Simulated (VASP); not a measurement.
# LaScF2 (P6/mmm) in VASP: notebook

The runs below take LaScF2 through single point, relaxation of cell and atoms, with PBE.

All numbers are computed with VASP 6.6.1; they aren't measurements. Logs are shortened: lines on timing, memory, paths and dates and some standing lists are left out, and cuts for length are marked.

**1. The cell of the first run**

The structure is hexagonal, space group P6/mmm (No. 191). Conventional cell: a = 3.638 Å, b = 3.638 Å, c = 7.657 Å, α = 90.00°, β = 90.00°, γ = 120.00°. La (site symmetry 6/mmm) has 2 F at 1.88 Å within 2.5 Å. Within 2.6 Å of Sc (site symmetry 6/mmm) lie 2 F at 1.95 Å. Within 2.5 Å of F (site symmetry 6mm) lie 1 La at 1.88 Å and 1 Sc at 1.95 Å.

**2. Single point, PBE**

INCAR

```
SYSTEM = LaScF2
PREC     = Accurate       ! precision mode
ENCUT    = 520            ! plane-wave cutoff, eV
EDIFF    = 1E-6           ! SCF threshold, eV
ISMEAR   = 0              ! smearing method
SIGMA    = 0.1            ! smearing width, eV
LREAL    = .FALSE.        ! projectors in reciprocal space
LASPH    = .TRUE.         ! aspherical terms in the spheres
NELM     = 80             ! most SCF steps
ALGO     = Normal         ! electronic algorithm
ISIF     = 2              ! what is computed and relaxed
LWAVE    = .FALSE.        ! write WAVECAR
LCHARG   = .FALSE.        ! write CHGCAR
GGA      = PE             ! functional
NBANDS   = 26             ! bands
```

KPOINTS

```
Automatic mesh
0
G
  6 6 2
  0 0 0
```

POSCAR

```
LaScF2
1.0
    3.6379098500      0.0000000000      0.0000000000
   -1.8189549300      3.1505223500      0.0000000000
    0.0000000000      0.0000000000      7.6569771400
La Sc F
1 1 2
Direct
    0.0000000000      0.0000000000      0.5000000000
    0.0000000000      0.0000000000      0.0000000000
    0.0000000000      0.0000000000      0.2545583300
    0.0000000000      0.0000000000      0.7454416700
```

Potentials or basis: VASP PAW PBE potentials, release 64 (La, Sc_sv, F).

Launch:

```sh
cat potpaw_PBE.64/La/POTCAR potpaw_PBE.64/Sc_sv/POTCAR potpaw_PBE.64/F/POTCAR > POTCAR
mpirun -np 1 vasp_std > vasp.out
```

OUTCAR:

```text
SYSTEM = LaScF2
   PREC = Accurate
   ENCUT = 520
   EDIFF = 1E-6
   ISMEAR = 0
   LREAL = .FALSE.
   LASPH = .TRUE.
   NELM = 80
   ISIF = 2
   GGA = PE

 ion  position               nearest neighbor table
   1  0.000  0.000  0.500-   3 1.88   4 1.88
   2  0.000  0.000  0.000-   3 1.95   4 1.95
   3  0.000  0.000  0.255-   1 1.88   2 1.95
   4  0.000  0.000  0.745-   1 1.88   2 1.95

  LATTYP: Found a hexagonal cell.
 ALAT       =     3.6379098500
 C/A-ratio  =     2.1047737453

  Lattice vectors:

 A1 = (   3.6379098500,   0.0000000000,   0.0000000000)
 A2 = (  -1.8189549300,   3.1505223500,   0.0000000000)
 A3 = (   0.0000000000,   0.0000000000,   7.6569771400)

Analysis of symmetry for initial positions (statically):
=====================================================================
 Subroutine PRICEL returns:
 Original cell was already a primitive cell.

 Routine SETGRP: Setting up the symmetry group for a
 hexagonal supercell.

 Subroutine GETGRP returns: Found 24 space group operations
 (whereof 24 operations were pure point group operations)
 out of a pool of 24 trial point group operations.

The static configuration has the point symmetry D_6h.

Analysis of symmetry for dynamics (positions and initial velocities):
=====================================================================
 Subroutine PRICEL returns:
 Original cell was already a primitive cell.

 Routine SETGRP: Setting up the symmetry group for a
 hexagonal supercell.

 Subroutine GETGRP returns: Found 24 space group operations
 (whereof 24 operations were pure point group operations)
 out of a pool of 24 trial point group operations.

The dynamic configuration has the point symmetry D_6h.

 Subroutine INISYM returns: Found 24 space group operations
 (whereof 24 operations are pure point group operations),
 and found     1 'primitive' translations

----------------------------------------------------------------------------------------

                                     Primitive cell

  volume of cell :      87.7590

  direct lattice vectors                    reciprocal lattice vectors
     3.637909850  0.000000000  0.000000000     0.274883117  0.158703842  0.000000000
    -1.818954930  3.150522350  0.000000000     0.000000000  0.317407683  0.000000000
     0.000000000  0.000000000  7.656977140     0.000000000  0.000000000  0.130599841

  length of vectors
     3.637909850  3.637909855  7.656977140     0.317407684  0.317407683  0.130599841

  position of ions in fractional coordinates (direct lattice)
     0.000000000  0.000000000  0.500000000
     0.000000000  0.000000000  0.000000000
     0.000000000  0.000000000  0.254558330
     0.000000000  0.000000000  0.745441670

  ion indices of the primitive-cell ions
   primitive index   ion index
                 1           1
                 2           2
                 3           3
                 4           4

----------------------------------------------------------------------------------------

 KPOINTS: Automatic mesh

Automatic generation of k-mesh.
 Grid dimensions read from file:
 generate k-points for:    6    6    2

 Generating k-lattice:

  Cartesian coordinates                     Fractional coordinates (reciprocal lattice)
     0.045813853  0.026450640  0.000000000     0.166666667  0.000000000  0.000000000
     0.000000000  0.052901281  0.000000000     0.000000000  0.166666667  0.000000000
     0.000000000  0.000000000  0.065299921     0.000000000  0.000000000  0.500000000

  Length of vectors
     0.052901281  0.052901281  0.065299921

  Shift w.r.t. Gamma in fractional coordinates (k-lattice)
     0.000000000  0.000000000  0.000000000

 Subroutine IBZKPT returns following result:
 ===========================================

 Found     14 irreducible k-points:

 Following reciprocal coordinates:
            Coordinates               Weight
  0.000000  0.000000  0.000000      1.000000
  0.166667  0.000000  0.000000      6.000000
  0.333333  0.000000  0.000000      6.000000
  0.500000  0.000000  0.000000      3.000000
  0.166667  0.166667  0.000000      6.000000
  0.333333  0.166667  0.000000     12.000000
  0.333333  0.333333  0.000000      2.000000
  0.000000  0.000000  0.500000      1.000000
  0.166667  0.000000  0.500000      6.000000
  0.333333  0.000000  0.500000      6.000000
  0.500000  0.000000  0.500000      3.000000
  0.166667  0.166667  0.500000      6.000000
  0.333333  0.166667  0.500000     12.000000
  0.333333  0.333333  0.500000      2.000000
   k-points           NKPTS =     14   k-points in BZ     NKDIM =     14   number of bands    NBANDS=     26
   number of dos      NEDOS =    301   number of ions     NIONS =      4
   total plane-waves  NPLWV =  47040
   dimension x,y,z NGX =    28 NGY =   28 NGZ =   60
   dimension x,y,z NGXF=    56 NGYF=   56 NGZF=  120
   ions per type =               1   1   2
   NGX,Y,Z   is equivalent  to a cutoff of  12.80, 12.80, 13.03 a.u.
   NGXF,Y,Z  is equivalent  to a cutoff of  25.59, 25.59, 26.05 a.u.
 SYSTEM =  LaScF2
   PREC   = accura    normal or accurate (medium, high low for compatibility)
   ISTART =      0    job   : 0-new  1-cont  2-samecut
   ICHARG =      2    charge: 1-file 2-atom 10-const
   ISPIN  =      1    spin polarized calculation?
   LNONCOLLINEAR =      F non collinear calculations
   LSORBIT =      F    spin-orbit coupling
   LASPH  =      T    aspherical Exc in radial PAW
   ENCUT  =  520.0 eV  38.22 Ry    6.18 a.u.   6.76  6.76 14.24*2*pi/ulx,y,z
   NELM   =     80;   NELMIN=  2; NELMDL= -5     # of ELM steps
   EDIFF  = 0.1E-05   stopping-criterion for ELM
   LREAL  =      F    real-space projection
   EDIFFG = 0.1E-04   stopping-criterion for IOM
   NSW    =      0    number of steps for IOM
   IBRION =     -1    ionic relax: 0-MD 1-quasi-New 2-CG
   NFREE  =      0    steps in history (QN), initial steepest desc. (CG)
   ISIF   =      2    stress and relaxation
   ISYM   =      2    0-nonsym 1-usesym 2-fastsym
   POTIM  = 0.5000    time-step for ionic-motion
   TEBEG  =    0.0;   TEEND  =   0.0 temperature during run
   PSTRESS=    0.0 pullay stress
   NELECT =      36.0000    total number of electrons
   NUPDOWN=      -1.0000    fix difference up-down
   EMIN   =  10.00;   EMAX   =-10.00  energy-range for DOS
   EFERMI =   0.00;   METHOD = LEGACY
   ISMEAR =     0;   SIGMA  =   0.10  broadening in eV -4-tet -1-fermi 0-gaus
   EFERMI_NEDOS =   21; number of points for ismear=-14 and -15
   IALGO  =     38    algorithm
   IMIX   =      4    mixing-type and parameters
     AMIX     =   0.40;   BMIX     =  1.00
     AMIX_MAG =   1.60;   BMIX_MAG =  1.00
  volume/ion in A,a.u.               =      21.94       148.06
  Fermi-wavevector in a.u.,A,eV,Ry     =   1.216406  2.298673 20.131757  1.479642
  Thomas-Fermi vector in A             =   2.351760
   LORBIT       =      0    0 simple, 1 ext, 2 COOP (PROOUT), +10 PAW based schemes
   GGA     = PE    functional components
   LHFCALC =     F    Hartree Fock is set to
   AEXX    =    0.0000 exact exchange contribution
   IVDW    =     0    specifies the selected vdW correction
   LEPSILON=     F    determine dielectric tensor
   LRPA    =     F    only Hartree local field effects (RPA)
 non-spin polarized calculation
 Gauss-broadening in eV      SIGMA  =   0.10
  energy-cutoff  :      520.00
  volume of cell :       87.76
 maximum number of plane-waves:      2382
 NGX is ok and might be reduce to    28
   NGX = 13   NGY = 13   NGZ = 29

 number of electron      35.9999974 magnetization

 Free energy of the ion-electron system (eV)
  ---------------------------------------------------
  ext. energy  EPLUGINS =         0.00000000
  ---------------------------------------------------
  free energy    TOTEN  =       -20.44388632 eV

  energy without entropy =      -20.42872167  energy(sigma->0) =      -20.43630400

 E-fermi :   5.4757     XC(G=0):  -9.0412

 val. band max:        5.4298202547   @ k =   0.1667   0.1667   0.0000
 cond. band min:       5.5619572278   @ k =   0.1667   0.1667   0.5000
 fundamental gap:      0.1321369731
 Fermi energy:         5.4756653047

 k-point     1 :       0.0000    0.0000    0.0000
  band No.  band energies     occupation
      1     -45.3028      2.00000
      2     -28.0088      2.00000
      3     -25.2200      2.00000
      4     -23.7693      2.00000
      5     -23.7693      2.00000
      6     -22.4492      2.00000
[... 18 lines left out ...]
     25       7.3331      0.00000
     26       7.5996      0.00000

 k-point     2 :       0.1667    0.0000    0.0000
  band No.  band energies     occupation
      1     -45.3005      2.00000
      2     -27.9710      2.00000
      3     -25.2138      2.00000
      4     -23.7933      2.00000
      5     -23.7751      2.00000
      6     -22.4421      2.00000
[... 18 lines left out ...]
     25       7.7105      0.00000
     26       8.1056      0.00000

 k-point     3 :       0.3333    0.0000    0.0000
  band No.  band energies     occupation
      1     -45.2960      2.00000
      2     -27.8942      2.00000
      3     -25.2011      2.00000
      4     -23.8409      2.00000
      5     -23.7868      2.00000
      6     -22.4279      2.00000
[... 18 lines left out ...]
     25       7.9018      0.00000
     26       8.0839      0.00000

 k-point     4 :       0.5000    0.0000    0.0000
  band No.  band energies     occupation
      1     -45.2937      2.00000
      2     -27.8552      2.00000
      3     -25.1948      2.00000
      4     -23.8645      2.00000
      5     -23.7927      2.00000
      6     -22.4207      2.00000
[... 18 lines left out ...]
     25       8.1568      0.00000
     26       8.1969      0.00000
[... 206 lines left out ...]
      1     -45.2971      2.00000
      2     -27.9518      2.00000
      3     -24.7879      2.00000
      4     -23.8246      2.00000
      5     -23.7884      2.00000
      6     -23.4772      2.00000
[... 18 lines left out ...]
     25       7.9733      0.00000
     26       8.1603      0.00000

 k-point    13 :       0.3333    0.1667    0.5000
  band No.  band energies     occupation
      1     -45.2937      2.00000
      2     -27.8949      2.00000
      3     -24.7772      2.00000
      4     -23.8524      2.00000
      5     -23.8049      2.00000
      6     -23.4614      2.00000
[... 18 lines left out ...]
     25       7.9355      0.00000
     26       8.1981      0.00000

 k-point    14 :       0.3333    0.3333    0.5000
  band No.  band energies     occupation
      1     -45.2925      2.00000
      2     -27.8757      2.00000
      3     -24.7736      2.00000
      4     -23.8360      2.00000
      5     -23.8360      2.00000
      6     -23.4559      2.00000
[... 18 lines left out ...]
     25       7.9351      0.00000
     26       7.9773      0.00000

------------------------ aborting loop because EDIFF is reached ----------------------------------------

  FORCE on cell =-STRESS in cart. coord.  units (eV):
  Direction    XX          YY          ZZ          XY          YZ          ZX
  --------------------------------------------------------------------------------------
  -------------------------------------------------------------------------------------
  Total        1.1125023      1.1125023     43.9964476     -0.0000000     -0.0000000      0.0000000
  in kB       20.3104541     20.3104541    803.2233894     -0.0000000     -0.0000000      0.0000000
  external PRESSURE =     281.2814325 kB  Pullay stress =       0.0000000 kB

 VOLUME and BASIS-vectors are now :
 -----------------------------------------------------------------------------
  energy-cutoff  :      520.00
  volume of cell :       87.76
      direct lattice vectors                 reciprocal lattice vectors
     3.637909850  0.000000000  0.000000000     0.274883117  0.158703842  0.000000000
    -1.818954930  3.150522350  0.000000000     0.000000000  0.317407683  0.000000000
     0.000000000  0.000000000  7.656977140     0.000000000  0.000000000  0.130599841

 POSITION                                       TOTAL-FORCE (eV/Angst)
 -----------------------------------------------------------------------------------
      0.00000      0.00000      3.82849         0.000000     -0.000000      0.000000
      0.00000      0.00000      0.00000         0.000000     -0.000000      0.000000
      0.00000      0.00000      1.94915        -0.000000     -0.000000     -7.903164
      0.00000      0.00000      5.70783        -0.000000      0.000000      7.903164
 -----------------------------------------------------------------------------------
    total drift:                               -0.000000     -0.000000      0.000000

  FREE ENERGIE OF THE ION-ELECTRON SYSTEM (eV)
  ---------------------------------------------------
  free  energy   TOTEN  =       -20.4438863245 eV

  energy  without entropy=      -20.4287216729  energy(sigma->0) =      -20.43630400
```

Run time: 27 s. Hardware: 1 thread of Intel Xeon 6975P-C (Granite Rapids), shared host; peak memory 0.22 GiB.

What came out:

```
Free energy            : -20.4439 eV
Pressure               : 28.1 GPa
Largest force          : 7.903 eV/Å
Band gap on the k mesh : 0.13 eV, indirect (least direct gap 0.19 eV)
```

Forces on the atoms (eV/Å):
```
La   0.000  0.000  0.000
Sc   0.000  0.000  0.000
F    0.000  0.000 -7.903
F    0.000  0.000  7.903
```

Levels at points of the mesh, in eV from the valence-band top:
| k point | band 16 | band 17 | band 18 | band 19 | band 20 | band 21 |
| --- | --- | --- | --- | --- | --- | --- |
| (0.00, 0.00, 0.00) | -5.80 | -3.37 | -1.70 | 0.77 | 0.77 | 1.23 |
| (0.50, 0.00, 0.00) | -5.52 | -1.41 | -0.74 | 0.60 | 0.81 | 1.57 |
| (0.00, 0.00, 0.50) | -6.58 | -3.18 | -2.07 | 0.78 | 0.78 | 1.80 |
| (0.50, 0.00, 0.50) | -6.31 | -1.20 | -1.01 | 0.67 | 0.92 | 1.61 |

Caveat: spin-orbit coupling is left out, which moves the levels of the heavy elements; forces of over 1 eV/Å act on the atoms, so gaps and moduli don't describe the material at rest.

**3. Single point, PBE**

This run uses another cell than the first one, of 25.94 Å³/atom, 1.182 times its volume.

INCAR

```
SYSTEM = LaScF2
PREC = Accurate ; ENCUT = 520
EDIFF = 1E-7 ; ISMEAR = 0
SIGMA = 0.1 ; LREAL = .FALSE.
LASPH = .TRUE. ; NELM = 60
ALGO = Normal ; ISIF = 2
LWAVE = .FALSE. ; LCHARG = .TRUE.
GGA = PE ; LELF = .TRUE.
LVHAR = .TRUE. ; NBANDS = 26
```

KPOINTS is that of step 2.

POSCAR

```
LaScF2
1.0
    3.7101415424      0.0000000029      0.0000000000
   -1.8550707738      3.2130768259      0.0000000000
    0.0000000000      0.0000000000      8.7033694387
La Sc F
1 1 2
Direct
    0.0000000000      0.0000000000      0.5000000000
    0.0000000000      0.0000000000      0.0000000000
    0.0000000000      0.0000000000      0.2297889134
    0.0000000000      0.0000000000      0.7702110866
```

Potentials or basis: VASP PAW PBE potentials, release 64 (La, Sc_sv, F).

Launch:

```sh
cat potpaw_PBE.64/La/POTCAR potpaw_PBE.64/Sc_sv/POTCAR potpaw_PBE.64/F/POTCAR > POTCAR
mpirun -np 1 vasp_std > vasp.out
```

Run time: 36 s. Hardware: 1 thread of Intel Xeon 6975P-C (Granite Rapids), shared host; peak memory 0.25 GiB.

The run converged. Its results:

```yaml
Free_energy: -23.8913 eV
Pressure: 0.1 GPa
Largest_force: 0.115 eV/Å
Band_gap_on_the_k_mesh: zero (band 18 reaches 4.09 eV, above the bottom of band 19 at 3.99 eV)
```

Forces on the atoms (eV/Å):
```
La   0.000  0.000  0.000
Sc   0.000  0.000  0.000
F    0.000  0.000  0.115
F    0.000  0.000 -0.115
```

Stress tensor (GPa, compression positive):
```
-0.07  0.00  0.00
 0.00 -0.07  0.00
 0.00  0.00  0.43
```

Levels at points of the mesh, in eV from the Fermi level:
```tsv
k point	band 15	band 16	band 17	band 18	band 19	band 20	band 21	band 22
(0.00, 0.00, 0.00)	-6.38	-6.38	-2.97	-2.10	0.68	0.68	1.04	1.10
(0.50, 0.00, 0.00)	-6.48	-6.47	-1.36	-0.82	0.37	1.14	1.23	1.32
(0.00, 0.00, 0.50)	-6.46	-6.46	-2.88	-2.24	0.68	0.68	1.10	1.22
(0.50, 0.00, 0.50)	-6.64	-6.57	-1.33	-0.86	0.57	0.99	1.19	1.32
```

Caveat: the k points lie up to 0.36 Å⁻¹ apart; spin-orbit coupling is left out, which moves the levels of the heavy elements.

[end of part 1 of 3]
